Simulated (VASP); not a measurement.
Set up this calculation in VASP 6.6.1, as the native input.

```
Task                   : single point
Functional             : PBE
Potentials or basis    : VASP PAW PBE potentials, release 64 (Rh_pv)
Cutoff                 : 520 eV
k mesh                 : 15 × 15 × 1
Occupations            : gaussian, width 0.1 eV
Spin                   : no spin polarisation
Dipole correction      : yes
Further INCAR settings : ALGO = Normal; EDIFF = 1e-07; NBANDS = 30
```

The structure of Rh lies in POSCAR:

```
Rh
1.0
    2.7082034588      0.0000000000      0.0000000000
   -1.3541017294      2.3453729940      0.0000000000
    0.0000000000      0.0000000000     19.4224777292
Rh
3
Direct
    0.6666666667      0.3333333333      0.3861505264
    0.3333333333      0.6666666667      0.5000000000
    0.0000000000      0.0000000000      0.6138494736
```

The input as run:

INCAR

```
SYSTEM = Rh
PREC = Accurate
ENCUT = 520
EDIFF = 1E-7
ISMEAR = 0
SIGMA = 0.1
LREAL = .False.
LASPH = .True.
NELM = 60
ALGO = Normal
ISIF = 2
LWAVE = .False.
LCHARG = .False.
LDIPOL = .True.
IDIPOL = 3
DIPOL = 0.5 0.5 0.500
GGA = PE
NBANDS = 30
```

KPOINTS

```
Automatic mesh
0
Gamma
  15 15 1
  0 0 0
```

Potentials or basis: VASP PAW PBE potentials, release 64 (Rh_pv).

Run with:

```sh
$ cat potpaw_PBE.64/Rh_pv/POTCAR > POTCAR
$ mpirun -np 1 vasp_std > vasp.out
```

Results of the run:

```json
{
  "Largest force": "0.483 eV/Å"
}
```

It took 120 s on 1 thread of AMD EPYC 7R13 Processor (Zen 3), on a shared host, peak memory 0.23 GiB.
